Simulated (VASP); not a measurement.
# MnO (Fm-3m) in VASP: a series of runs, part 2 of 2

VASP 6.6.1.

## Step 3: Single point, LDA+U, collinear spin, ferromagnetic start

The input, INCAR:

```
ALGO     = Normal         # electronic algorithm
EDIFF    = 1E-6           # SCF threshold, eV
ENCUT    = 520            # plane-wave cutoff, eV
GGA      = CA             # functional
ISIF     = 2              # what is computed and relaxed
ISMEAR   = 0              # smearing method
ISPIN    = 2              # spin polarisation
LASPH    = T              # aspherical terms in the spheres
LCHARG   = F              # write CHGCAR
LDAU     = T              # DFT+U
LDAUJ    = 0.7 0        
LDAUL    = 2 -1           # shell
LDAUPRINT= 1            
LDAUTYPE = 1            
LDAUU    = 4 0            # U, eV
LMAXMIX  = 4              # l up to which the mixer works
LORBIT   = 11             # projections on sites
LREAL    = F              # projectors in reciprocal space
LWAVE    = F              # write WAVECAR
MAGMOM   = 4.66 0.24      # initial moments
NBANDS   = 20             # bands
NELM     = 150            # most SCF steps
PREC     = Accurate       # precision mode
SIGMA    = 0.05           # smearing width, eV
```

The input, KPOINTS:

```
k-points
0
Gamma
  7 7 7
```

The input, POSCAR:

```
MnO
1.0
    0.0000000000      2.2220003300      2.2220003300
    2.2220003300      0.0000000000      2.2220003300
    2.2220003300      2.2220003300      0.0000000000
Mn O
1 1
Direct
    0.0000000000      0.0000000000      0.0000000000
    0.5000000000      0.5000000000      0.5000000000
```

Potentials or basis: VASP PAW LDA potentials, release 64 (Mn_pv, O).

Launch:

```
> cat potpaw_LDA.64/Mn_pv/POTCAR potpaw_LDA.64/O/POTCAR > POTCAR
> mpirun -np 1 vasp_std > vasp.out
```

OUTCAR:

```text
EDIFF = 1E-6
   ENCUT = 520
   GGA = CA
   ISIF = 2
   ISMEAR = 0
   ISPIN = 2
   LASPH = T
   LORBIT = 11
   LREAL = F
   NELM = 150
   PREC = Accurate

 ion  position               nearest neighbor table
   1  0.000  0.000  0.000-   2 2.22   2 2.22   2 2.22   2 2.22   2 2.22   2 2.22
   2  0.500  0.500  0.500-   1 2.22   1 2.22   1 2.22   1 2.22   1 2.22   1 2.22

  LATTYP: Found a face centered cubic cell.
 ALAT       =     4.4440006600

  Lattice vectors:

 A1 = (   0.0000000000,   2.2220003300,   2.2220003300)
 A2 = (   2.2220003300,   0.0000000000,   2.2220003300)
 A3 = (   2.2220003300,   2.2220003300,   0.0000000000)

Analysis of symmetry for initial positions (statically):
=====================================================================
 Subroutine PRICEL returns:
 Original cell was already a primitive cell.

[... 688 lines left out ...]
  band No.  band energies     occupation
      1     -38.0360      1.00000
      2     -38.0360      1.00000
      3     -38.0360      1.00000
      4     -12.0641      1.00000
      5       4.1595      1.00000
      6       4.1595      1.00000
[... 449 lines left out ...]
     19      34.4989      0.00000
     20      34.7569      0.00000

------------------------ aborting loop because EDIFF is reached ----------------------------------------

  FORCE on cell =-STRESS in cart. coord.  units (eV):
  Direction    XX          YY          ZZ          XY          YZ          ZX
  --------------------------------------------------------------------------------------
  -------------------------------------------------------------------------------------
  Total       -0.7230631     -0.7230631     -0.7230631     -0.0000000     -0.0000000     -0.0000000
  in kB      -52.7988483    -52.7988483    -52.7988483     -0.0000000     -0.0000000     -0.0000000
  external PRESSURE =     -52.7988483 kB  Pullay stress =       0.0000000 kB

 VOLUME and BASIS-vectors are now :
 -----------------------------------------------------------------------------
  energy-cutoff  :      520.00
  volume of cell :       21.94
      direct lattice vectors                 reciprocal lattice vectors
     0.000000000  2.222000330  2.222000330    -0.225022469  0.225022469  0.225022469
     2.222000330  0.000000000  2.222000330     0.225022469 -0.225022469  0.225022469
     2.222000330  2.222000330  0.000000000     0.225022469  0.225022469 -0.225022469

 POSITION                                       TOTAL-FORCE (eV/Angst)
 -----------------------------------------------------------------------------------
      0.00000      0.00000      0.00000        -0.000000      0.000000     -0.000000
      2.22200      2.22200      2.22200         0.000000     -0.000000      0.000000
 -----------------------------------------------------------------------------------
    total drift:                                0.000000     -0.000000     -0.000000

  FREE ENERGIE OF THE ION-ELECTRON SYSTEM (eV)
  ---------------------------------------------------
  free  energy   TOTEN  =       -16.6488748872 eV

  energy  without entropy=      -16.6488498226  energy(sigma->0) =      -16.64886235

 total charge

# of ion       s       p       d       tot
------------------------------------------
    1        0.214   6.188   4.969  11.371
    2        1.544   3.425   0.000   4.968
--------------------------------------------------
tot          1.758   9.613   4.969  16.339

 magnetization (x)

# of ion       s       p       d       tot
------------------------------------------
    1        0.028   0.021   4.515   4.564
    2        0.024   0.164   0.000   0.187
--------------------------------------------------
tot          0.052   0.185   4.515   4.752
```

It took 11 s on 1 thread of Intel Xeon 8259CL, shared host; peak memory 0.14 GiB.

What came out:

```
Free energy                                           : -16.6489 eV
Pressure                                              : -5.3 GPa
Band gap on the k mesh                                : 0.16 eV, indirect (least direct gap 2.73 eV)
Net moment                                            : 5.00 μB per cell
Site moments                                          : Mn +4.56; O +0.19 μB
Valence electrons inside the program's atomic spheres : Mn 11.37; O 4.97
```

Eigenvalues of the final occupation matrices:
```tsv
site	spin	trace	eigenvalues
site 1 d	1	4.76	0.94 0.94 0.94 0.97 0.97
site 1 d	2	0.23	0.02 0.02 0.02 0.08 0.08
```

Caveat: a cell with one magnetic atom can't hold antiferromagnetic order, which such compounds often take. A k mesh can miss the band edges.
